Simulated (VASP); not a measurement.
# W (Cmcm) in VASP: single point with PBEsol

Aim: the single point of W with PBEsol.

Program: VASP 6.6.1. These are calculated values, not measurements. Logs are shortened: lines on timing, memory, paths and dates and some standing lists are left out, and cuts for length are marked.

### Step 1. The cell of the first run

Symmetry: Cmcm, No. 63, orthorhombic system. The conventional cell has a = 4.461 Å, b = 3.154 Å, c = 4.461 Å, α = 90.00°, β = 90.00°, γ = 90.00°. W (site symmetry m2m) has 14 W at 2.53 to 3.18 Å within 3.3 Å.

### Step 2. Single point, PBEsol (atoms displaced along a vibrational mode)

INCAR

```
SYSTEM = W
  ALGO = Fast
  EDIFF = 1E-6
  ENCUT = 520
  GGA = PS
  ISIF = 2
  ISMEAR = 0
  LASPH = .True.
  LCHARG = .False.
  LREAL = .False.
  LWAVE = .False.
  NBANDS = 21
  NELM = 80
  PREC = Accurate
  SIGMA = 0.15
```

KPOINTS

```
k-points
0
Gamma
  24 24 14
  0 0 0
```

POSCAR

```
W
1.0
   -1.5771801384      1.5771801384      1.5771801384
    1.5771801384     -1.5771801384      1.5771801384
    3.1543602768      3.1543602768      0.0000000000
W
2
Direct
    0.0594415297      0.0594415297      0.0000000000
    0.4405584703      0.4405584703      0.5000000000
```

Potentials or basis: VASP PAW PBE potentials, release 64 (W_sv).

Command:

```
$ cat potpaw_PBE.64/W_sv/POTCAR > POTCAR
$ mpirun -np 1 vasp_std > vasp.out
```

OUTCAR:

```text
SYSTEM = W
   EDIFF = 1E-6
   ENCUT = 520
   GGA = PS
   ISIF = 2
   ISMEAR = 0
   LASPH = .True.
   LREAL = .False.
   NELM = 80
   PREC = Accurate

 ion  position               nearest neighbor table
   1  0.059  0.059  0.000-   2 2.53   2 2.53   2 2.96   2 2.96   2 3.18   2 3.18   2 3.18   2 3.18

   2  0.441  0.441  0.500-   1 2.53   1 2.53   1 2.96   1 2.96   1 3.18   1 3.18   1 3.18   1 3.18

  LATTYP: Found a base centered orthorhombic cell.
 ALAT       =     3.1543602768
 B/A-ratio  =     1.4142135624
 C/A-ratio  =     1.4142135624

  Lattice vectors:

 A1 = (  -1.5771801384,   1.5771801384,   1.5771801384)
 A2 = (   1.5771801384,  -1.5771801384,   1.5771801384)
 A3 = (   3.1543602768,   3.1543602768,   0.0000000000)

Analysis of symmetry for initial positions (statically):
=====================================================================
 Subroutine PRICEL returns:
 Original cell was already a primitive cell.

 Routine SETGRP: Setting up the symmetry group for a
 base centered orthorhombic supercell.

 Subroutine GETGRP returns: Found  8 space group operations
 (whereof  4 operations were pure point group operations)
 out of a pool of  8 trial point group operations.

The static configuration has the point symmetry C_2v.
 The point group associated with its full space group is D_2h.

Analysis of symmetry for dynamics (positions and initial velocities):
=====================================================================
 Subroutine PRICEL returns:
 Original cell was already a primitive cell.

 Routine SETGRP: Setting up the symmetry group for a
 base centered orthorhombic supercell.

 Subroutine GETGRP returns: Found  8 space group operations
 (whereof  4 operations were pure point group operations)
 out of a pool of  8 trial point group operations.

The dynamic configuration has the point symmetry C_2v.
 The point group associated with its full space group is D_2h.

 Subroutine INISYM returns: Found  8 space group operations
 (whereof  4 operations are pure point group operations),
 and found     1 'primitive' translations

----------------------------------------------------------------------------------------

                                     Primitive cell

  volume of cell :      31.3858

  direct lattice vectors                    reciprocal lattice vectors
    -1.577180138  1.577180138  1.577180138    -0.158510746  0.158510746  0.317021492
     1.577180138 -1.577180138  1.577180138     0.158510746 -0.158510746  0.317021492
     3.154360277  3.154360277  0.000000000     0.158510746  0.158510746  0.000000000

  length of vectors
     2.731756132  2.731756132  4.460939084     0.388270446  0.388270446  0.224168046

  position of ions in fractional coordinates (direct lattice)
     0.059441530  0.059441530  0.000000000
     0.440558470  0.440558470  0.500000000

  ion indices of the primitive-cell ions
   primitive index   ion index
                 1           1
                 2           2

----------------------------------------------------------------------------------------

 KPOINTS: k-points

Automatic generation of k-mesh.
 Grid dimensions read from file:
 generate k-points for:   24   24   14

 Generating k-lattice:

  Cartesian coordinates                     Fractional coordinates (reciprocal lattice)
    -0.006604614  0.006604614  0.013209229     0.041666667  0.000000000  0.000000000
     0.006604614 -0.006604614  0.013209229     0.000000000  0.041666667  0.000000000
     0.011322196  0.011322196  0.000000000     0.000000000  0.000000000  0.071428571

  Length of vectors
     0.016177935  0.016177935  0.016012003

  Shift w.r.t. Gamma in fractional coordinates (k-lattice)
     0.000000000  0.000000000  0.000000000

 Subroutine IBZKPT returns following result:
 ===========================================

 Found   1256 irreducible k-points:

 Following reciprocal coordinates:
            Coordinates               Weight
  0.000000  0.000000  0.000000      1.000000
  0.041667  0.000000  0.000000      4.000000
  0.083333  0.000000  0.000000      4.000000
  0.125000  0.000000  0.000000      4.000000
  0.166667  0.000000  0.000000      4.000000
  0.208333  0.000000  0.000000      4.000000
[... 16 lines left out ...]
  0.416667  0.041667  0.000000      4.000000
  0.458333  0.041667  0.000000      4.000000
 [... further k-points ...]
   k-points           NKPTS =   1256   k-points in BZ     NKDIM =   1256   number of bands    NBANDS=     21
   number of dos      NEDOS =    301   number of ions     NIONS =      2
   total plane-waves  NPLWV =  14400
   dimension x,y,z NGX =    20 NGY =   20 NGZ =   36
   dimension x,y,z NGXF=    40 NGYF=   40 NGZF=   72
   ions per type =               2
   NGX,Y,Z   is equivalent  to a cutoff of  12.17, 12.17, 13.42 a.u.
   NGXF,Y,Z  is equivalent  to a cutoff of  24.34, 24.34, 26.83 a.u.
 SYSTEM =  W
   PREC   = accura    normal or accurate (medium, high low for compatibility)
   ISTART =      0    job   : 0-new  1-cont  2-samecut
   ICHARG =      2    charge: 1-file 2-atom 10-const
   ISPIN  =      1    spin polarized calculation?
   LNONCOLLINEAR =      F non collinear calculations
   LSORBIT =      F    spin-orbit coupling
   LASPH  =      T    aspherical Exc in radial PAW
   ENCUT  =  520.0 eV  38.22 Ry    6.18 a.u.   5.08  5.08  8.29*2*pi/ulx,y,z
   NELM   =     80;   NELMIN=  2; NELMDL= -5     # of ELM steps
   EDIFF  = 0.1E-05   stopping-criterion for ELM
   LREAL  =      F    real-space projection
   EDIFFG = 0.1E-04   stopping-criterion for IOM
   NSW    =      0    number of steps for IOM
[... 5 lines left out ...]
   TEBEG  =    0.0;   TEEND  =   0.0 temperature during run
   PSTRESS=    0.0 pullay stress
   NELECT =      28.0000    total number of electrons
   NUPDOWN=      -1.0000    fix difference up-down
   EMIN   =  10.00;   EMAX   =-10.00  energy-range for DOS
   EFERMI =   0.00;   METHOD = LEGACY
   ISMEAR =     0;   SIGMA  =   0.15  broadening in eV -4-tet -1-fermi 0-gaus
   EFERMI_NEDOS =   21; number of points for ismear=-14 and -15
   IALGO  =     68    algorithm
   IMIX   =      4    mixing-type and parameters
     AMIX     =   0.40;   BMIX     =  1.00
     AMIX_MAG =   1.60;   BMIX_MAG =  1.00
  volume/ion in A,a.u.               =      15.69       105.90
  Fermi-wavevector in a.u.,A,eV,Ry     =   1.575976  2.978162 33.792787  2.483700
  Thomas-Fermi vector in A             =   2.676879
   LORBIT       =      0    0 simple, 1 ext, 2 COOP (PROOUT), +10 PAW based schemes
   GGA     = PS    functional components
   LHFCALC =     F    Hartree Fock is set to
   AEXX    =    0.0000 exact exchange contribution
   IVDW    =     0    specifies the selected vdW correction
   LEPSILON=     F    determine dielectric tensor
   LRPA    =     F    only Hartree local field effects (RPA)
 non-spin polarized calculation
 RMM-DIIS sequential band-by-band and
 Gauss-broadening in eV      SIGMA  =   0.15
  energy-cutoff  :      520.00
  volume of cell :       31.39
 maximum number of plane-waves:       862
   NGX = 11   NGY = 11   NGZ = 17

 number of electron      27.9999999 magnetization

 Free energy of the ion-electron system (eV)
  ---------------------------------------------------
  ext. energy  EPLUGINS =         0.00000000
  ---------------------------------------------------
  free energy    TOTEN  =       -27.11278078 eV

  energy without entropy =      -27.10267161  energy(sigma->0) =      -27.10772620

 E-fermi :  11.2720     XC(G=0): -13.7891

 val. band max:       11.2697438252   @ k =  -0.1667   0.0833   0.2143
 cond. band min:      11.2743209834   @ k =  -0.2083   0.1667   0.0714
 fundamental gap:      0.0045771582
 Fermi energy:        11.2720077884

 k-point     1 :       0.0000    0.0000    0.0000
  band No.  band energies     occupation
      1     -62.6546      2.00000
      2     -62.4656      2.00000
      3     -27.7000      2.00000
      4     -26.6083      2.00000
      5     -26.2458      2.00000
      6     -26.2436      2.00000
[... 13 lines left out ...]
     20      16.3467      0.00000
     21      23.1264      0.00000

 k-point     2 :       0.0417    0.0000    0.0000
  band No.  band energies     occupation
      1     -62.6530      2.00000
      2     -62.4647      2.00000
      3     -27.6940      2.00000
      4     -26.6153      2.00000
      5     -26.2652      2.00000
      6     -26.2464      2.00000
[... 13 lines left out ...]
     20      16.4796      0.00000
     21      22.9412      0.00000

 k-point     3 :       0.0833    0.0000    0.0000
  band No.  band energies     occupation
      1     -62.6482      2.00000
      2     -62.4624      2.00000
      3     -27.6764      2.00000
      4     -26.6378      2.00000
      5     -26.3225      2.00000
      6     -26.2527      2.00000
[... 13 lines left out ...]
     20      16.8891      0.00000
     21      22.6114      0.00000

 k-point     4 :       0.1250    0.0000    0.0000
  band No.  band energies     occupation
      1     -62.6406      2.00000
      2     -62.4588      2.00000
      3     -27.6479      2.00000
      4     -26.6794      2.00000
      5     -26.4107      2.00000
      6     -26.2691      2.00000
[... 13 lines left out ...]
     20      17.5457      0.00000
     21      22.2460      0.00000

 k-point     5 :       0.1667    0.0000    0.0000
  band No.  band energies     occupation
      1     -62.6306      2.00000
      2     -62.4542      2.00000
      3     -27.6098      2.00000
      4     -26.7436      2.00000
      5     -26.5225      2.00000
      6     -26.2982      2.00000
[... 13 lines left out ...]
     20      18.3636      0.00000
     21      21.7845      0.00000

 k-point     6 :       0.2083    0.0000    0.0000
  band No.  band energies     occupation
      1     -62.6187      2.00000
      2     -62.4490      2.00000
      3     -27.5639      2.00000
      4     -26.8298      2.00000
      5     -26.6498      2.00000
      6     -26.3255      2.00000
[... 13 lines left out ...]
     20      19.2656      0.00000
     21      21.2734      0.00000

 k-point     7 :       0.2500    0.0000    0.0000
  band No.  band energies     occupation
      1     -62.6059      2.00000
      2     -62.4434      2.00000
      3     -27.5127      2.00000
      4     -26.9313      2.00000
      5     -26.7835      2.00000
      6     -26.3451      2.00000
[... 13 lines left out ...]
     20      20.1991      0.00000
     21      20.7736      0.00000
[... 291 lines left out ...]
      1     -62.5879      2.00000
      2     -62.4386      2.00000
      3     -27.4298      2.00000
      4     -27.0466      2.00000
      5     -26.9312      2.00000
      6     -26.3934      2.00000
[... 13 lines left out ...]
     20      19.9778      0.00000
     21      21.5111      0.00000

 k-point    21 :       0.3333    0.0417    0.0000
  band No.  band energies     occupation
      1     -62.5759      2.00000
      2     -62.4338      2.00000
      3     -27.3792      2.00000
      4     -27.1465      2.00000
      5     -27.0488      2.00000
      6     -26.3978      2.00000
[... 13 lines left out ...]
     20      19.8373      0.00000
     21      22.3188      0.00000

 k-point    22 :       0.3750    0.0417    0.0000
  band No.  band energies     occupation
      1     -62.5658      2.00000
      2     -62.4296      2.00000
      3     -27.3358      2.00000
      4     -27.2329      2.00000
      5     -27.1470      2.00000
      6     -26.3968      2.00000
[... 13 lines left out ...]
     20      20.0079      0.00000
     21      21.3721      0.00000

 k-point    23 :       0.4167    0.0417    0.0000
  band No.  band energies     occupation
      1     -62.5583      2.00000
      2     -62.4264      2.00000
      3     -27.3039      2.00000
      4     -27.2989      2.00000
      5     -27.2200      2.00000
      6     -26.3916      2.00000
[... 13 lines left out ...]
     20      20.2994      0.00000
     21      20.5704      0.00000

 k-point    24 :       0.4583    0.0417    0.0000
  band No.  band energies     occupation
      1     -62.5540      2.00000
      2     -62.4241      2.00000
      3     -27.3395      2.00000
      4     -27.2869      2.00000
      5     -27.2636      2.00000
      6     -26.3833      2.00000
[... 13 lines left out ...]
     20      19.3364      0.00000
     21      21.1459      0.00000

 [... further k-points ...]

------------------------ aborting loop because EDIFF is reached ----------------------------------------

  FORCE on cell =-STRESS in cart. coord.  units (eV):
  Direction    XX          YY          ZZ          XY          YZ          ZX
  --------------------------------------------------------------------------------------
  -------------------------------------------------------------------------------------
  Total        1.7263759      1.7263759      1.5596788      1.7353140      0.0000000      0.0000000
  in kB       88.1276238     88.1276238     79.6181104     88.5838965      0.0000000      0.0000000
  external PRESSURE =      85.2911194 kB  Pullay stress =       0.0000000 kB

 VOLUME and BASIS-vectors are now :
 -----------------------------------------------------------------------------
  energy-cutoff  :      520.00
  volume of cell :       31.39
      direct lattice vectors                 reciprocal lattice vectors
    -1.577180138  1.577180138  1.577180138    -0.158510746  0.158510746  0.317021492
     1.577180138 -1.577180138  1.577180138     0.158510746 -0.158510746  0.317021492
     3.154360277  3.154360277  0.000000000     0.158510746  0.158510746  0.000000000

 POSITION                                       TOTAL-FORCE (eV/Angst)
 -----------------------------------------------------------------------------------
      0.00000      0.00000      0.18750         0.000000      0.000000     -2.887515
      1.57718      1.57718      1.38968        -0.000000     -0.000000      2.887515
 -----------------------------------------------------------------------------------
    total drift:                               -0.000000     -0.000000      0.000000

  FREE ENERGIE OF THE ION-ELECTRON SYSTEM (eV)
  ---------------------------------------------------
  free  energy   TOTEN  =       -27.1127807829 eV

  energy  without entropy=      -27.1026716129  energy(sigma->0) =      -27.10772620
```

Wall time 7.5 min (1 thread of Oxide Virtual Turin-like, shared host); peak memory 0.64 GiB.

What came out:

```yaml
Free_energy: -27.1128 eV
Pressure: 8.5 GPa
Largest_force: 2.888 eV/Å
Band_gap_on_the_k_mesh: zero (bands 14 and 15 overlap by 2.02 eV)
```

Forces on the atoms (eV/Å):
```
W    0.000  0.000 -2.888
W    0.000  0.000  2.888
```

Stress tensor (GPa, compression positive):
```
8.81 8.86 0.00
8.86 8.81 0.00
0.00 0.00 7.96
```

Caveat: the cell differs from its parent crystal (atoms displaced along a vibrational mode); the cell stands under pressure; the PAW data sets were made with another functional, which shifts forces and pressure a little; spin-orbit coupling is left out, which moves the levels of the heavy elements.
